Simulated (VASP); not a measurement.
Write the native input for VASP 6.6.1 that does the following.

```yaml
Task: single point
Functional: PBE
Potentials_or_basis: VASP PAW PBE potentials, release 64 (C)
Cutoff: 520 eV
k_mesh: 12 × 12 × 6
Occupations: gaussian, width 0.02 eV
Spin: no spin polarisation
Dipole_correction: no
Further_INCAR_settings: ALGO = Normal; EDIFF = 1e-06; NBANDS = 11
```

The structure of C lies in POSCAR:

```
C
1.0
    2.1362810257     -1.2333822865     -0.0065340597
    2.1362810257      1.2333822865     -0.0065340597
   -1.3957889714      0.0000000000      4.2564380245
C
2
Direct
    0.8333503585      0.8333503585      0.0000511313
    0.1666496415      0.1666496415      0.9999488687
```

The input as run:

INCAR

```
SYSTEM = C
PREC = Accurate
ENCUT = 520
EDIFF = 1E-6
ISMEAR = 0
SIGMA = 0.02
LREAL = .FALSE.
LASPH = .TRUE.
NELM = 100
ALGO = Normal
ISIF = 2
LWAVE = .FALSE.
LCHARG = .TRUE.
GGA = PE
LELF = .TRUE.
LVHAR = .TRUE.
NBANDS = 11
```

KPOINTS

```
Automatic mesh
0
G
  12 12 6
  0 0 0
```

Potentials or basis: VASP PAW PBE potentials, release 64 (C).

Run with:

```console
$ cat potpaw_PBE.64/C/POTCAR > POTCAR
$ mpirun -np 1 vasp_std > vasp.out
```

Results of the run:

The pressure is 0.3 GPa.

Caveat: this functional lacks dispersion, which binds layers or chains, so the pressure and a relaxed spacing across them are unreliable.

Run time: 38 s on 1 thread of Intel(R) Xeon(R) 6975P-C (Granite Rapids), on a shared host, peak memory 0.16 GiB.
